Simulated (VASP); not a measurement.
Input of a VASP 6.6.1 run:

The input INCAR:

```
ALGO = Fast
EDIFF = 1E-6
ENCUT = 520
GGA = PS
ISIF = 2
ISMEAR = 0
LASPH = T
LCHARG = T
LELF = T
LREAL = F
LVHAR = T
LWAVE = F
NBANDS = 12
NELM = 100
PREC = Accurate
SIGMA = 0.15
```

File KPOINTS:

```
k-points
0
Gamma
  20 20 20
```

Contents of POSCAR:

```
In
1.0
   -1.6342807500      1.6342807500      2.4739500000
    1.6342807500     -1.6342807500      2.4739500000
    1.6180192500      1.6180192500     -2.4739500000
In
1
Direct
    0.0000000000      0.0000000000      0.0000000000
```

Potentials or basis: VASP PAW PBE potentials, release 64 (In_d).

The run is started by

```sh
$ cat potpaw_PBE.64/In_d/POTCAR > POTCAR
$ mpirun -np 1 vasp_std > vasp.out
```

Question: Predict the pressure.

Answer: -0.9 GPa.

Question: Predict the band gap on the k mesh.

Answer: Zero (an odd number of electrons rules out a gap without spin polarisation).

Stress tensor (GPa, compression positive):
```
-0.85 -0.01  0.00
-0.01 -0.85  0.00
 0.00  0.00 -1.07
```

Caveat: the cell differs from its parent crystal (strain -0.0100 x Voigt [0, 0, 0, 0, 0, 1]); the PAW data sets were made with another functional, which shifts forces and pressure a little; spin-orbit coupling is left out, which moves the levels of the heavy elements.
